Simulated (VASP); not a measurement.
Here is a VASP 6.6.1 calculation.

INCAR

```
SYSTEM = LaPb3
PREC = Accurate ; ENCUT = 520
EDIFF = 1E-8 ; ISMEAR = -1
SIGMA = 0.05 ; LREAL = .FALSE.
LASPH = .TRUE. ; NELM = 80
ALGO = Normal ; ISIF = 2
LWAVE = .FALSE. ; LCHARG = .FALSE.
GGA = PS ; LEFG = .TRUE.
NBANDS = 34
```

KPOINTS

```
Automatic mesh
0
G
  7 7 7
  0 0 0
```

File POSCAR:

```
LaPb3
1.0
    4.8396945747      0.0000000000      0.0000000000
    0.0000000000      4.8396945747      0.0000000000
    0.0000000000      0.0000000000      4.8396945747
La Pb
1 3
Direct
    0.0000000000      0.0000000000      0.0000000000
    0.0000000000      0.5000000000      0.5000000000
    0.5000000000      0.0000000000      0.5000000000
    0.5000000000      0.5000000000      0.0000000000
```

Potentials or basis: VASP PAW PBE potentials, release 64 (La, Pb_d).

The run is started by

```sh
$ cat potpaw_PBE.64/La/POTCAR potpaw_PBE.64/Pb_d/POTCAR > POTCAR
$ mpirun -np 1 vasp_std > vasp.out
```

(1) Estimate the pressure.

Answers

(1) 1.4 GPa.

Caveat: without QUAD_EFG the Cq values of the log hold for a quadrupole moment of 1 mb, not for the nuclei; the PAW data sets were made with another functional, which shifts forces and pressure a little.
